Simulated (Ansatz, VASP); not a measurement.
Y in VASP and in Ansatz

POSCAR

```
Y
1.0
    0.0000000000      2.2862000000      2.6838000000
    2.2862000000      0.0000000000      2.6838000000
    2.2862000000      2.2862000000      0.0000000000
Y
1
Direct
    0.0000000000      0.0000000000      0.0000000000
```

INCAR.step1

```
  PREC = Accurate
  ENCUT = 520
  ISMEAR = 0
  SIGMA = 0.15
  LREAL = False
  LASPH = True
  NELM = 60
  NBANDS = 12
  GGA = PE
  ALGO = Normal
  EDIFF = 1E-4
  LWAVE = True
  LCHARG = False
```

File INCAR.step2:

```
  PREC = Accurate
  ENCUT = 520
  EDIFF = 1E-6
  ISMEAR = 0
  SIGMA = 0.15
  LREAL = False
  LASPH = True
  NELM = 60
  ALGO = Normal
  ISIF = 2
  LWAVE = False
  LCHARG = True
  METAGGA = R2SCAN
  LMIXTAU = True
  LELF = True
  LVHAR = True
  NBANDS = 12
  ISTART = 1
```

File KPOINTS:

```
Automatic mesh
0
Gamma
  16 16 16
```

Input for Ansatz:

```yaml
crystal:
  lattice:
    - [0.0, 2.2862, 2.6838]
    - [2.2862, 0.0, 2.6838]
    - [2.2862, 2.2862, 0.0]
  atoms:
    - { symbol: "Y", position: [0.0, 0.0, 0.0] }
basis:
  ecutwfc: 500
kpoints:
  mp_grid: { grid: [16, 16, 16] }
hamiltonian:
  xc: r2scan
scf:
  occupations: { method: gaussian, width: 0.15 }
output:
  forces: true
  stress: true
  eigenvalues: true
```

Change from the starting cell: strain -0.080 along x and y, +0.080 along z, atoms carried along.

Alike in both runs: task single point; functional r2SCAN; k mesh 16 × 16 × 16; occupations gaussian, width 0.15 eV; no spin polarisation.

```csv
,VASP,Ansatz
version,VASP 6.6.1,Ansatz 0.2.0
potentials or method,"VASP PAW PBE potentials, release 64 (Y_sv), cutoff 520 eV","scalar-relativistic, plane waves, PAW"
valence electrons in the cell,11,11
```

VASP gave:

* gap on the k mesh at the Fermi level (eV): none
* pressure (GPa): 8.0
* traceless stress, the component that is largest in VASP (GPa): -2.44

**Question.** What did Ansatz give for the same quantities?

**Answer.** gap on the k mesh at the Fermi level (eV): none; pressure (GPa): 7.9; traceless stress, the component that is largest in VASP (GPa): -2.43.

VASP's potentials were made for PBE, not for r2SCAN. A gap of «none» marks a metal or a gap that the smearing closes. With one functional, cell and mesh, what is left measures potentials, basis and numerics.
